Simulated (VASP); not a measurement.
Here is a VASP 6.6.1 calculation.

Contents of INCAR:

```
PREC = Accurate
ENCUT = 520
EDIFF = 1E-6
ISMEAR = -1
SIGMA = 0.1
LREAL = False
LASPH = True
NELM = 80
ALGO = Normal
ISIF = 2
LWAVE = False
LCHARG = False
GGA = PE
NBANDS = 12
```

File KPOINTS:

```
Automatic mesh
0
Gamma
  16 16 16
```

The input POSCAR:

```
Ta
1.0
    0.0000000000      2.0531357245      2.0531357245
    2.0531357245      0.0000000000      2.0531357245
    2.0531357245      2.0531357245      0.0000000000
Ta
1
Direct
    0.0000000000      0.0000000000      0.0000000000
```

Potentials or basis: VASP PAW PBE potentials, release 64 (Ta_pv).

Launch:

```sh
$ cat potpaw_PBE.64/Ta_pv/POTCAR > POTCAR
$ mpirun -np 1 vasp_std > vasp.out
```

Predict the pressure.

19.2 GPa.
